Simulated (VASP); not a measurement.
# Hf (P-1) in VASP: single point with PBE

Aim: the single point of Hf with PBE.

Everything below comes from runs of VASP 6.6.1. Logs are shortened: lines on timing, memory, paths and dates and some standing lists are left out, and cuts for length are marked.

### 1 The cell of the first run

The typed cell holds 2 atoms: a = 3.197 Å, b = 3.238 Å, c = 5.059 Å, α = 90.62°, β = 91.71°, γ = 121.27°.

### 2 Single point, PBE (equal xy, yz and zx shear strains of -3 %)

INCAR

```
SYSTEM = Hf
ALGO = Normal ; EDIFF = 1E-6
ENCUT = 520 ; GGA = PE
ISIF = 2 ; ISMEAR = -1
LASPH = .TRUE. ; LCHARG = .FALSE.
LREAL = .FALSE. ; LWAVE = .FALSE.
NBANDS = 17 ; NELM = 80
PREC = Accurate ; SIGMA = 0.05
```

KPOINTS

```
k-points
0
G
  13 13 7
  0 0 0
```

POSCAR

```
Hf
1.0
    3.1966985242     -0.0479504779     -0.0479504779
   -1.6398755940      2.7923973691     -0.0175510930
   -0.0758670000     -0.0758670000      5.0578000000
Hf
2
Direct
    0.3333333333      0.6666666667      0.2500000000
    0.6666666667      0.3333333333      0.7500000000
```

Potentials or basis: VASP PAW PBE potentials, release 64 (Hf_pv).

Started as:

```
$ cat potpaw_PBE.64/Hf_pv/POTCAR > POTCAR
$ mpirun -np 1 vasp_std > vasp.out
```

OUTCAR:

```text
SYSTEM = Hf
   EDIFF = 1E-6
   ENCUT = 520
   GGA = PE
   ISIF = 2
   ISMEAR = -1
   LASPH = .TRUE.
   LREAL = .FALSE.
   NELM = 80
   PREC = Accurate

 ion  position               nearest neighbor table
   1  0.333  0.667  0.250-   2 3.06   2 3.09   2 3.13   2 3.16   2 3.18   2 3.18
   2  0.667  0.333  0.750-   1 3.06   1 3.09   1 3.13   1 3.16   1 3.18   1 3.18

  LATTYP: Found a triclinic cell.
 ALAT       =     3.2383611707
 B/A-ratio  =     2.3503363894
 C/A-ratio  =     0.9873567314
 COS(alpha) =     0.0018735893
 COS(beta)  =     0.5191268021
 COS(gamma) =     0.6400101859

  Lattice vectors:

 A1 = (  -1.6398755940,   2.7923973691,  -0.0175510930)
 A2 = (  -0.0071856638,   5.6127112603,  -5.1408526639)
 A3 = (  -3.1966985242,   0.0479504779,   0.0479504779)

Analysis of symmetry for initial positions (statically):
=====================================================================
 Subroutine PRICEL returns:
 Original cell was already a primitive cell.

 Routine SETGRP: Setting up the symmetry group for a
 triclinic supercell.

 Subroutine GETGRP returns: Found  2 space group operations
 (whereof  2 operations were pure point group operations)
 out of a pool of  2 trial point group operations.

The static configuration has the point symmetry S_2 .

Analysis of symmetry for dynamics (positions and initial velocities):
=====================================================================
 Subroutine PRICEL returns:
 Original cell was already a primitive cell.

 Routine SETGRP: Setting up the symmetry group for a
 triclinic supercell.

 Subroutine GETGRP returns: Found  2 space group operations
 (whereof  2 operations were pure point group operations)
 out of a pool of  2 trial point group operations.

The dynamic configuration has the point symmetry S_2 .

 Subroutine INISYM returns: Found  2 space group operations
 (whereof  2 operations are pure point group operations),
 and found     1 'primitive' translations

----------------------------------------------------------------------------------------

                                     Primitive cell

  volume of cell :      44.7301

  direct lattice vectors                    reciprocal lattice vectors
     3.196698524 -0.047950478 -0.047950478     0.315717359  0.185456819  0.007517613
    -1.639875594  2.792397369 -0.017551093     0.005503274  0.361381688  0.005503274
    -0.075867000 -0.075867000  5.057800000     0.003012256  0.003012256  0.197804789

[... 75 lines left out ...]
   ISTART =      0    job   : 0-new  1-cont  2-samecut
   ICHARG =      2    charge: 1-file 2-atom 10-const
   ISPIN  =      1    spin polarized calculation?
   LNONCOLLINEAR =      F non collinear calculations
   LSORBIT =      F    spin-orbit coupling
   LASPH  =      T    aspherical Exc in radial PAW
   ENCUT  =  520.0 eV  38.22 Ry    6.18 a.u.   5.95  6.02  9.41*2*pi/ulx,y,z
   NELM   =     80;   NELMIN=  2; NELMDL= -5     # of ELM steps
   EDIFF  = 0.1E-05   stopping-criterion for ELM
   LREAL  =      F    real-space projection
   EDIFFG = 0.1E-04   stopping-criterion for IOM
   NSW    =      0    number of steps for IOM
   IBRION =     -1    ionic relax: 0-MD 1-quasi-New 2-CG
   NFREE  =      0    steps in history (QN), initial steepest desc. (CG)
   ISIF   =      2    stress and relaxation
   ISYM   =      2    0-nonsym 1-usesym 2-fastsym
   POTIM  = 0.5000    time-step for ionic-motion
   TEBEG  =    0.0;   TEEND  =   0.0 temperature during run
   PSTRESS=    0.0 pullay stress
   NELECT =      20.0000    total number of electrons
   NUPDOWN=      -1.0000    fix difference up-down
   EMIN   =  10.00;   EMAX   =-10.00  energy-range for DOS
   EFERMI =   0.00;   METHOD = LEGACY
   ISMEAR =    -1;   SIGMA  =   0.05  broadening in eV -4-tet -1-fermi 0-gaus
   EFERMI_NEDOS =   21; number of points for ismear=-14 and -15
   IALGO  =     38    algorithm
   IMIX   =      4    mixing-type and parameters
     AMIX     =   0.40;   BMIX     =  1.00
     AMIX_MAG =   1.60;   BMIX_MAG =  1.00
  volume/ion in A,a.u.               =      22.37       150.93
  Fermi-wavevector in a.u.,A,eV,Ry     =   1.251848  2.365650 21.322016  1.567124
  Thomas-Fermi vector in A             =   2.385776
   LORBIT       =      0    0 simple, 1 ext, 2 COOP (PROOUT), +10 PAW based schemes
   GGA     = PE    functional components
   LHFCALC =     F    Hartree Fock is set to
   AEXX    =    0.0000 exact exchange contribution
   IVDW    =     0    specifies the selected vdW correction
   LEPSILON=     F    determine dielectric tensor
   LRPA    =     F    only Hartree local field effects (RPA)
 non-spin polarized calculation
  energy-cutoff  :      520.00
  volume of cell :       44.73
 maximum number of plane-waves:      1223
   NGX = 11   NGY = 13   NGZ = 19

 number of electron      20.0000002 magnetization

 Free energy of the ion-electron system (eV)
  ---------------------------------------------------
  ext. energy  EPLUGINS =         0.00000000
  ---------------------------------------------------
  free energy    TOTEN  =       -19.83321018 eV

  energy without entropy =      -19.81985194  energy(sigma->0) =      -19.82653106

 E-fermi :   4.9103     XC(G=0): -11.2837

 val. band max:        4.9100818629   @ k =  -0.3846  -0.3077   0.4286
 cond. band min:       4.9114586859   @ k =  -0.1538  -0.0769   0.2857
 fundamental gap:      0.0013768230
 Fermi energy:         4.9102780762

 k-point     1 :       0.0000    0.0000    0.0000
  band No.  band energies     occupation
      1     -26.1591      2.00000
      2     -25.4261      2.00000
      3     -25.3920      2.00000
      4     -25.2992      2.00000
      5     -25.2934      2.00000
      6     -25.2540      2.00000
[... 457 lines left out ...]
      4     -25.5475      2.00000
      5     -25.4174      2.00000
      6     -25.4114      2.00000
[... 9 lines left out ...]
     16      10.1159      0.00000
     17      10.9282      0.00000

 [... further k-points ...]
[... 5 lines left out ...]
  --------------------------------------------------------------------------------------
  -------------------------------------------------------------------------------------
  Total        0.1201648      0.1369848      0.0851324      0.6001290      0.4470142      0.4521035
  in kB        4.3041596      4.9066337      3.0493396     21.4959037     16.0115151     16.1938096
  external PRESSURE =       4.0867110 kB  Pullay stress =       0.0000000 kB

 VOLUME and BASIS-vectors are now :
 -----------------------------------------------------------------------------
  energy-cutoff  :      520.00
  volume of cell :       44.73
      direct lattice vectors                 reciprocal lattice vectors
     3.196698524 -0.047950478 -0.047950478     0.315717359  0.185456819  0.007517613
    -1.639875594  2.792397369 -0.017551093     0.005503274  0.361381688  0.005503274
    -0.075867000 -0.075867000  5.057800000     0.003012256  0.003012256  0.197804789

 POSITION                                       TOTAL-FORCE (eV/Angst)
 -----------------------------------------------------------------------------------
     -0.04665      1.82665      1.23677         0.087591      0.002631      0.019585
      1.52761      0.84193      3.75553        -0.087591     -0.002631     -0.019585
 -----------------------------------------------------------------------------------
    total drift:                               -0.000000      0.000000     -0.000000

  FREE ENERGIE OF THE ION-ELECTRON SYSTEM (eV)
  ---------------------------------------------------
  free  energy   TOTEN  =       -19.8332101809 eV

  energy  without entropy=      -19.8198519355  energy(sigma->0) =      -19.82653106
```

OSZICAR:

```text
N       E                     dE             d eps       ncg     rms          rms(c)
DAV:   1     0.504397495807E+02    0.50440E+02   -0.11414E+04 20192   0.112E+03
DAV:   2    -0.186438003722E+02   -0.69084E+02   -0.67364E+02 26116   0.249E+02
DAV:   3    -0.205296041668E+02   -0.18858E+01   -0.18700E+01 25927   0.273E+01
DAV:   4    -0.205452728498E+02   -0.15669E-01   -0.15658E-01 25746   0.298E+00
DAV:   5    -0.205454321931E+02   -0.15934E-03   -0.15931E-03 26235   0.265E-01    0.649E+01
DAV:   6    -0.200238239242E+02    0.52161E+00   -0.49078E-01 23903   0.451E+00    0.385E+01
DAV:   7    -0.198435161569E+02    0.18031E+00   -0.82609E-01 24608   0.561E+00    0.186E+00
DAV:   8    -0.198331139012E+02    0.10402E-01   -0.53153E-02 23824   0.149E+00    0.282E-01
DAV:   9    -0.198332214870E+02   -0.10759E-03   -0.11464E-03 27279   0.240E-01    0.187E-01
DAV:  10    -0.198332073758E+02    0.14111E-04   -0.66418E-05 23898   0.540E-02    0.236E-01
DAV:  11    -0.198332100543E+02   -0.26785E-05   -0.72173E-06 25594   0.190E-02    0.984E-03
DAV:  12    -0.198332101809E+02   -0.12660E-06   -0.43140E-07 14134   0.449E-03
   1 F= -.19833210E+02 E0= -.19826531E+02  d E =-.133582E-01
```

stdout:

```text
POSCAR found type information on POSCAR Hf
 POSCAR found :  1 types and       2 ions
 scaLAPACK will be used
 LDA part: xc-table for (Slater+PW92), standard interpolation
 POSCAR, INCAR and KPOINTS ok, starting setup
 FFT: planning ... GRIDC
 FFT: planning ... GRID_SOFT
 FFT: planning ... GRID
 WAVECAR not read
 entering main loop
```

Wall time 7.9 min (1 thread of Oxide Virtual Turin-like, shared host); peak memory 0.43 GiB.

What came out:

| Quantity | Value |
| --- | --- |
| Free energy | -19.8332 eV |
| Pressure | 0.4 GPa |
| Largest force | 0.090 eV/Å |
| Band gap on the k mesh | zero (bands 10 and 11 overlap by 1.38 eV) |

Forces on the atoms (eV/Å):
```
Hf   0.088  0.003  0.020
Hf  -0.088 -0.003 -0.020
```

Stress tensor (GPa, compression positive):
```
0.43 2.15 1.62
2.15 0.49 1.60
1.62 1.60 0.30
```

Levels at points of the mesh, in eV from the Fermi level:
| k point | band 8 | band 9 | band 10 | band 11 | band 12 | band 13 |
| --- | --- | --- | --- | --- | --- | --- |
| (0.00, 0.00, 0.00) | -3.69 | 0.66 | 0.92 | 1.42 | 1.47 | 1.76 |

Caveat: the cell differs from its parent crystal (equal xy, yz and zx shear strains of -3 %); spin-orbit coupling is left out, which moves the levels of the heavy elements.
